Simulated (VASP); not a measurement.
# Bi (Cmcm) in VASP: a series of runs

Bi is run at these levels: PBEsol; tasks: single point.

All numbers are computed with VASP 6.6.1; they aren't measurements. Logs are shortened: lines on timing, memory, paths and dates and some standing lists are left out, and cuts for length are marked.

## (1) The cell of the first run

It takes space group Cmcm (No. 63, orthorhombic). Conventional cell: a = 4.539 Å, b = 8.333 Å, c = 11.829 Å, α = 90.00°, β = 90.00°, γ = 90.00°.

## (2) Single point, PBEsol (strain +0.0600 x Voigt [0, 1, 0, 0, 0, 0])

File INCAR:

```
SYSTEM = Bi
PREC = Accurate
ENCUT = 520
EDIFF = 1E-6
ISMEAR = 0
SIGMA = 0.15
LREAL = .False.
LASPH = .True.
NELM = 100
ALGO = Fast
ISIF = 2
LWAVE = .False.
LCHARG = .False.
GGA = PS
NBANDS = 22
```

File KPOINTS:

```
Automatic mesh
0
Gamma
  12 12 4
  0 0 0
```

File POSCAR:

```
Bi
1.0
    4.5390002997      0.0000000000      0.0000000000
   -2.2695001499      4.1667429413      0.0000000000
    0.0000000000      0.0000000000     11.8290000000
Bi
2
Direct
    0.3333333333      0.6666666667      0.2500000000
    0.6666666667      0.3333333333      0.7500000000
```

Potentials or basis: VASP PAW PBE potentials, release 64 (Bi_d).

Launch:

```
$ cat potpaw_PBE.64/Bi_d/POTCAR > POTCAR
$ mpirun -np 1 vasp_std > vasp.out
```

OUTCAR:

```text
SYSTEM = Bi
   PREC = Accurate
   ENCUT = 520
   EDIFF = 1E-6
   ISMEAR = 0
   LREAL = .False.
   LASPH = .True.
   NELM = 100
   ISIF = 2
   GGA = PS

 ion  position               nearest neighbor table
   1  0.333  0.667  0.250-
   2  0.667  0.333  0.750-

  LATTYP: Found a base centered orthorhombic cell.
 ALAT       =     4.5390002997
 B/A-ratio  =     1.8359738560
 C/A-ratio  =     2.6060804624

  Lattice vectors:

 A1 = (   2.2695001499,  -4.1667429413,   0.0000000000)
 A2 = (   2.2695001498,   4.1667429413,   0.0000000000)
 A3 = (   0.0000000000,   0.0000000000,  11.8290000000)

Analysis of symmetry for initial positions (statically):
=====================================================================
 Subroutine PRICEL returns:
 Original cell was already a primitive cell.

 Routine SETGRP: Setting up the symmetry group for a
 base centered orthorhombic supercell.

 Subroutine GETGRP returns: Found  8 space group operations
 (whereof  4 operations were pure point group operations)
 out of a pool of  8 trial point group operations.

The static configuration has the point symmetry C_2h.
 The point group associated with its full space group is D_2h.

Analysis of symmetry for dynamics (positions and initial velocities):
=====================================================================
 Subroutine PRICEL returns:
 Original cell was already a primitive cell.

 Routine SETGRP: Setting up the symmetry group for a
 base centered orthorhombic supercell.

 Subroutine GETGRP returns: Found  8 space group operations
 (whereof  4 operations were pure point group operations)
 out of a pool of  8 trial point group operations.

The dynamic configuration has the point symmetry C_2h.
 The point group associated with its full space group is D_2h.

 Subroutine INISYM returns: Found  8 space group operations
 (whereof  4 operations are pure point group operations),
 and found     1 'primitive' translations

----------------------------------------------------------------------------------------

                                     Primitive cell

  volume of cell :     223.7201

  direct lattice vectors                    reciprocal lattice vectors
     4.539000300  0.000000000  0.000000000     0.220312830  0.119997803  0.000000000
    -2.269500150  4.166742941  0.000000000     0.000000000  0.239995607  0.000000000
     0.000000000  0.000000000 11.829000000     0.000000000  0.000000000  0.084538000

  length of vectors
     4.539000300  4.744721032 11.829000000     0.250872908  0.239995607  0.084538000

  position of ions in fractional coordinates (direct lattice)
     0.333333333  0.666666667  0.250000000
     0.666666667  0.333333333  0.750000000

  ion indices of the primitive-cell ions
   primitive index   ion index
                 1           1
                 2           2

----------------------------------------------------------------------------------------

 KPOINTS: Automatic mesh

Automatic generation of k-mesh.
 Grid dimensions read from file:
 generate k-points for:   12   12    4

 Generating k-lattice:

  Cartesian coordinates                     Fractional coordinates (reciprocal lattice)
     0.018359402  0.009999817  0.000000000     0.083333333  0.000000000  0.000000000
     0.000000000  0.019999634  0.000000000     0.000000000  0.083333333  0.000000000
     0.000000000  0.000000000  0.021134500     0.000000000  0.000000000  0.250000000

  Length of vectors
     0.020906076  0.019999634  0.021134500

  Shift w.r.t. Gamma in fractional coordinates (k-lattice)
     0.000000000  0.000000000  0.000000000

 Subroutine IBZKPT returns following result:
 ===========================================

 Found    129 irreducible k-points:

 Following reciprocal coordinates:
            Coordinates               Weight
  0.000000  0.000000  0.000000      1.000000
  0.083333 -0.000000  0.000000      4.000000
  0.166667 -0.000000  0.000000      4.000000
  0.250000  0.000000  0.000000      4.000000
  0.333333 -0.000000  0.000000      4.000000
  0.416667 -0.000000  0.000000      4.000000
[... 16 lines left out ...]
  0.333333  0.166667  0.000000      4.000000
  0.416667  0.166667  0.000000      4.000000
 [... further k-points ...]
   k-points           NKPTS =    129   k-points in BZ     NKDIM =    129   number of bands    NBANDS=     22
   number of dos      NEDOS =    301   number of ions     NIONS =      2
   total plane-waves  NPLWV = 116640
   dimension x,y,z NGX =    36 NGY =   36 NGZ =   90
   dimension x,y,z NGXF=    72 NGYF=   72 NGZF=  180
   ions per type =               2
   NGX,Y,Z   is equivalent  to a cutoff of  13.19, 12.61, 12.65 a.u.
   NGXF,Y,Z  is equivalent  to a cutoff of  26.37, 25.23, 25.30 a.u.
 SYSTEM =  Bi
   PREC   = accura    normal or accurate (medium, high low for compatibility)
   ISTART =      0    job   : 0-new  1-cont  2-samecut
   ICHARG =      2    charge: 1-file 2-atom 10-const
   ISPIN  =      1    spin polarized calculation?
   LNONCOLLINEAR =      F non collinear calculations
   LSORBIT =      F    spin-orbit coupling
   LASPH  =      T    aspherical Exc in radial PAW
   ENCUT  =  520.0 eV  38.22 Ry    6.18 a.u.   8.44  8.82 21.99*2*pi/ulx,y,z
   NELM   =    100;   NELMIN=  2; NELMDL= -5     # of ELM steps
   EDIFF  = 0.1E-05   stopping-criterion for ELM
   LREAL  =      F    real-space projection
   EDIFFG = 0.1E-04   stopping-criterion for IOM
   NSW    =      0    number of steps for IOM
   IBRION =     -1    ionic relax: 0-MD 1-quasi-New 2-CG
   NFREE  =      0    steps in history (QN), initial steepest desc. (CG)
   ISIF   =      2    stress and relaxation
   ISYM   =      2    0-nonsym 1-usesym 2-fastsym
   POTIM  = 0.5000    time-step for ionic-motion
   TEBEG  =    0.0;   TEEND  =   0.0 temperature during run
   PSTRESS=    0.0 pullay stress
   NELECT =      30.0000    total number of electrons
   NUPDOWN=      -1.0000    fix difference up-down
   EMIN   =  10.00;   EMAX   =-10.00  energy-range for DOS
   EFERMI =   0.00;   METHOD = LEGACY
   ISMEAR =     0;   SIGMA  =   0.15  broadening in eV -4-tet -1-fermi 0-gaus
   EFERMI_NEDOS =   21; number of points for ismear=-14 and -15
   IALGO  =     68    algorithm
   IMIX   =      4    mixing-type and parameters
     AMIX     =   0.40;   BMIX     =  1.00
     AMIX_MAG =   1.60;   BMIX_MAG =  1.00
  volume/ion in A,a.u.               =     111.86       754.87
  Fermi-wavevector in a.u.,A,eV,Ry     =   0.837941  1.583479  9.553271  0.702146
  Thomas-Fermi vector in A             =   1.951914
   LORBIT       =      0    0 simple, 1 ext, 2 COOP (PROOUT), +10 PAW based schemes
   GGA     = PS    functional components
   LHFCALC =     F    Hartree Fock is set to
   AEXX    =    0.0000 exact exchange contribution
   IVDW    =     0    specifies the selected vdW correction
   LEPSILON=     F    determine dielectric tensor
   LRPA    =     F    only Hartree local field effects (RPA)
 non-spin polarized calculation
 RMM-DIIS sequential band-by-band and
 Gauss-broadening in eV      SIGMA  =   0.15
  energy-cutoff  :      520.00
  volume of cell :      223.72
 maximum number of plane-waves:      6084
 NGX is ok and might be reduce to    36
   NGX = 17   NGY = 17   NGZ = 43

 number of electron      29.9999989 magnetization

 Free energy of the ion-electron system (eV)
  ---------------------------------------------------
  ext. energy  EPLUGINS =         0.00000000
  ---------------------------------------------------
  free energy    TOTEN  =        -3.04826532 eV

  energy without entropy =       -2.94482417  energy(sigma->0) =       -2.99654474

 E-fermi :  -1.3508     XC(G=0):  -5.2610

 val. band max:       -1.3515624391   @ k =   0.0833   0.4167   0.2500
 cond. band min:      -1.3487586935   @ k =   0.0000   0.3333   0.2500
 fundamental gap:      0.0028037455
 Fermi energy:        -1.3507974605

 k-point     1 :       0.0000    0.0000    0.0000
  band No.  band energies     occupation
      1     -24.1367      2.00000
      2     -24.1367      2.00000
      3     -24.1336      2.00000
      4     -24.1336      2.00000
      5     -24.1247      2.00000
      6     -24.1247      2.00000
[... 14 lines left out ...]
     21       4.2348      0.00000
     22       4.4517      0.00000

 k-point     2 :       0.0833   -0.0000    0.0000
  band No.  band energies     occupation
      1     -24.1364      2.00000
      2     -24.1364      2.00000
      3     -24.1336      2.00000
      4     -24.1336      2.00000
      5     -24.1248      2.00000
      6     -24.1247      2.00000
[... 14 lines left out ...]
     21       4.4238      0.00000
     22       4.4368      0.00000

 k-point     3 :       0.1667   -0.0000    0.0000
  band No.  band energies     occupation
      1     -24.1357      2.00000
      2     -24.1357      2.00000
      3     -24.1334      2.00000
      4     -24.1334      2.00000
      5     -24.1248      2.00000
      6     -24.1248      2.00000
[... 14 lines left out ...]
     21       4.3253      0.00000
     22       4.8278      0.00000

 k-point     4 :       0.2500    0.0000    0.0000
  band No.  band energies     occupation
      1     -24.1352      2.00000
      2     -24.1352      2.00000
      3     -24.1328      2.00000
      4     -24.1328      2.00000
      5     -24.1250      2.00000
      6     -24.1250      2.00000
[... 14 lines left out ...]
     21       4.1661      0.00000
     22       4.7535      0.00000

 k-point     5 :       0.3333   -0.0000    0.0000
  band No.  band energies     occupation
      1     -24.1352      2.00000
      2     -24.1351      2.00000
      3     -24.1319      2.00000
      4     -24.1319      2.00000
      5     -24.1251      2.00000
      6     -24.1251      2.00000
[... 417 lines left out ...]
 k-point    22 :       0.2500    0.1667    0.0000
  band No.  band energies     occupation
      1     -24.1348      2.00000
      2     -24.1348      2.00000
      3     -24.1314      2.00000
      4     -24.1314      2.00000
      5     -24.1254      2.00000
      6     -24.1254      2.00000
[... 14 lines left out ...]
     21       4.7551      0.00000
     22       4.9363      0.00000

 k-point    23 :       0.3333    0.1667    0.0000
  band No.  band energies     occupation
      1     -24.1345      2.00000
      2     -24.1345      2.00000
      3     -24.1312      2.00000
      4     -24.1312      2.00000
      5     -24.1255      2.00000
      6     -24.1255      2.00000
[... 14 lines left out ...]
     21       4.4606      0.00000
     22       4.6864      0.00000

 k-point    24 :       0.4167    0.1667    0.0000
  band No.  band energies     occupation
      1     -24.1343      2.00000
      2     -24.1343      2.00000
      3     -24.1313      2.00000
      4     -24.1313      2.00000
      5     -24.1254      2.00000
      6     -24.1254      2.00000
[... 14 lines left out ...]
     21       4.3333      0.00000
     22       4.5140      0.00000

 [... further k-points ...]
[... 5 lines left out ...]
  --------------------------------------------------------------------------------------
  -------------------------------------------------------------------------------------
  Total       -6.6719129     -5.7707317     -0.5345358      0.0000000      0.0000000      0.0000000
  in kB      -47.7810842    -41.3272508     -3.8280924      0.0000000      0.0000000      0.0000000
  external PRESSURE =     -30.9788091 kB  Pullay stress =       0.0000000 kB

 VOLUME and BASIS-vectors are now :
 -----------------------------------------------------------------------------
  energy-cutoff  :      520.00
  volume of cell :      223.72
      direct lattice vectors                 reciprocal lattice vectors
     4.539000300  0.000000000  0.000000000     0.220312830  0.119997803  0.000000000
    -2.269500150  4.166742941  0.000000000     0.000000000  0.239995607  0.000000000
     0.000000000  0.000000000 11.829000000     0.000000000  0.000000000  0.084538000

 POSITION                                       TOTAL-FORCE (eV/Angst)
 -----------------------------------------------------------------------------------
     -0.00000      2.77783      2.95725         0.000000     -0.003611      0.000000
      2.26950      1.38891      8.87175        -0.000000      0.003611      0.000000
 -----------------------------------------------------------------------------------
    total drift:                               -0.000000      0.000000     -0.000000

  FREE ENERGIE OF THE ION-ELECTRON SYSTEM (eV)
  ---------------------------------------------------
  free  energy   TOTEN  =        -3.0482653183 eV

  energy  without entropy=       -2.9448241658  energy(sigma->0) =       -2.99654474
```

Run time: 16 min. Hardware: 1 thread of Oxide Virtual Turin-like, shared host; peak memory 0.64 GiB.

Results:

| Quantity | Value |
| --- | --- |
| Free energy | -3.0483 eV |
| Pressure | -3.1 GPa |
| Largest force | 0.004 eV/Å |
| Band gap on the k mesh | zero (bands 15 and 16 overlap by 1.71 eV) |

Forces in eV/Å, atoms in the order of the input:
```
Bi   0.000 -0.004  0.000
Bi   0.000  0.004  0.000
```

Stress tensor (GPa, compression positive):
```
-4.78  0.00  0.00
 0.00 -4.13  0.00
 0.00  0.00 -0.38
```

Caveat: the cell differs from its parent crystal (strain +0.0600 x Voigt [0, 1, 0, 0, 0, 0]); the cell stands under tension; the PAW data sets were made with another functional, which shifts forces and pressure a little; spin-orbit coupling is left out, which moves the levels of the heavy elements.

## (3) Single point, PBEsol (strain -0.0600 x Voigt [0, 1, 0, 0, 0, 0])

File INCAR:

```
PREC     = Accurate       # precision mode
ENCUT    = 520            # plane-wave cutoff, eV
EDIFF    = 1E-6           # SCF threshold, eV
ISMEAR   = 0              # smearing method
SIGMA    = 0.15           # smearing width, eV
LREAL    = F              # projectors in reciprocal space
LASPH    = T              # aspherical terms in the spheres
NELM     = 100            # most SCF steps
ALGO     = Fast           # electronic algorithm
ISIF     = 2              # what is computed and relaxed
LWAVE    = F              # write WAVECAR
LCHARG   = F              # write CHGCAR
GGA      = PS             # functional
NBANDS   = 22             # bands
```

File KPOINTS:

```
regular mesh
0
Gamma
  12 12 4
```

File POSCAR:

```
Bi
1.0
    4.5390002997      0.0000000000      0.0000000000
   -2.2695001499      3.6950361933      0.0000000000
    0.0000000000      0.0000000000     11.8290000000
Bi
2
Direct
    0.3333333333      0.6666666667      0.2500000000
    0.6666666667      0.3333333333      0.7500000000
```

Potentials or basis: VASP PAW PBE potentials, release 64 (Bi_d).

Launch:

```
$ cat potpaw_PBE.64/Bi_d/POTCAR > POTCAR
$ mpirun -np 1 vasp_std > vasp.out
```

Wall time 9.6 min (1 thread of Oxide Virtual Turin-like, shared host); peak memory 0.58 GiB.

It converged, with:

- Free energy: -3.8426 eV
- Pressure: -3.9 GPa
- Band gap on the k mesh: zero (bands 15 and 16 overlap by 2.37 eV)

Forces on the atoms (eV/Å):
```
Bi   0.000  0.003  0.000
Bi   0.000 -0.003  0.000
```

Stress tensor (GPa, compression positive):
```
-5.32  0.00  0.00
 0.00 -5.97  0.00
 0.00  0.00 -0.36
```

Levels at points of the mesh, in eV from the Fermi level:
```
           k point  band 13  band 14  band 15  band 16  band 17  band 18
(0.00, 0.00, 0.00)    -0.96    -0.45     1.53     1.54     1.78     1.79
(0.50, 0.00, 0.00)    -1.61    -1.58     0.04     0.20     0.99     1.02
(0.00, 0.50, 0.00)    -1.60    -1.57     0.18     0.31     0.54     0.58
(0.00, 0.00, 0.50)    -0.73    -0.73     1.53     1.53     1.78     1.78
(0.50, 0.00, 0.50)    -1.60    -1.60     0.12     0.12     1.01     1.01
(0.00, 0.50, 0.50)    -1.58    -1.58     0.25     0.25     0.56     0.56
```

Caveat: the cell differs from its parent crystal (strain -0.0600 x Voigt [0, 1, 0, 0, 0, 0]); the stress differs along the axes, from -6 to -0 GPa; the PAW data sets were made with another functional, which shifts forces and pressure a little; spin-orbit coupling is left out, which moves the levels of the heavy elements.

## (4) Single point, PBEsol (strain -0.0450 x Voigt [0, 1, 0, 0, 0, 0])

File INCAR:

```
  PREC = Accurate
  ENCUT = 520
  EDIFF = 1E-6
  ISMEAR = 0
  SIGMA = 0.15
  LREAL = False
  LASPH = True
  NELM = 60
  ALGO = Fast
  ISIF = 2
  LWAVE = False
  LCHARG = True
  GGA = PS
  LELF = True
  LVHAR = True
  NBANDS = 22
```

File KPOINTS:

```
Automatic mesh
0
Gamma
  12 12 4
```

File POSCAR:

```
Bi
1.0
    4.5390002997      0.0000000000      0.0000000000
   -2.2695001499      3.7539995368      0.0000000000
    0.0000000000      0.0000000000     11.8290000000
Bi
2
Direct
    0.3333333333      0.6666666667      0.2500000000
    0.6666666667      0.3333333333      0.7500000000
```

Launch:

```
$ cat potpaw_PBE.64/Bi_d/POTCAR > POTCAR
$ mpirun -np 1 vasp_std > vasp.out
```

Wall time 10 min (1 thread of Oxide Virtual Turin-like, shared host); peak memory 0.6 GiB.

It converged, with:

```yaml
Free_energy: -3.7271 eV
Pressure: -3.8 GPa
Band_gap_on_the_k_mesh: zero (bands 15 and 16 overlap by 2.31 eV)
```

Forces in eV/Å, atoms in the order of the input:
```
Bi   0.000  0.002  0.000
Bi   0.000 -0.002  0.000
```

Stress tensor (GPa, compression positive):
```
-5.24  0.00  0.00
 0.00 -5.74  0.00
 0.00  0.00 -0.37
```

Levels at points of the mesh, in eV from the Fermi level:
| k point | band 13 | band 14 | band 15 | band 16 | band 17 | band 18 |
| --- | --- | --- | --- | --- | --- | --- |
| (0.00, 0.00, 0.00) | -0.93 | -0.42 | 1.49 | 1.50 | 1.67 | 1.69 |
| (0.50, 0.00, 0.00) | -1.56 | -1.53 | 0.05 | 0.20 | 0.91 | 0.94 |
| (0.00, 0.50, 0.00) | -1.55 | -1.52 | 0.15 | 0.28 | 0.58 | 0.62 |
| (0.00, 0.00, 0.50) | -0.70 | -0.70 | 1.49 | 1.49 | 1.68 | 1.68 |
| (0.50, 0.00, 0.50) | -1.55 | -1.55 | 0.13 | 0.13 | 0.92 | 0.92 |
| (0.00, 0.50, 0.50) | -1.54 | -1.54 | 0.22 | 0.22 | 0.60 | 0.60 |

Caveat: the cell differs from its parent crystal (strain -0.0450 x Voigt [0, 1, 0, 0, 0, 0]); the stress differs along the axes, from -6 to -0 GPa; the PAW data sets were made with another functional, which shifts forces and pressure a little; spin-orbit coupling is left out, which moves the levels of the heavy elements.

## (5) Summary

```tsv
cell	gap on the mesh (eV)	pressure (GPa)
a = 4.539, b = 4.745, c = 11.829 Å, angles 90.0, 90.0, 118.6°, 2 atoms	none	-3.1
a = 4.539, b = 4.336, c = 11.829 Å, angles 90.0, 90.0, 121.6°, 2 atoms	none	-3.9
a = 4.539, b = 4.387, c = 11.829 Å, angles 90.0, 90.0, 121.2°, 2 atoms	none	-3.8
```

Alike in all rows: task single point; level PBEsol; potentials or basis VASP PAW PBE potentials, release 64 (Bi_d); no spin polarisation; k mesh 12 × 12 × 4; cutoff (eV) 520; smearing gaussian 0.15 eV.

Caveats: the PAW data sets were made with another functional, which shifts forces and pressure a little; spin-orbit coupling is left out, which moves the levels of the heavy elements; the stress differs along the axes, from -6 to -0 GPa (at least some runs); the cell stands under tension (at least some runs).

Total energies depend on the potentials used, so only differences within one code and one set of settings carry meaning.
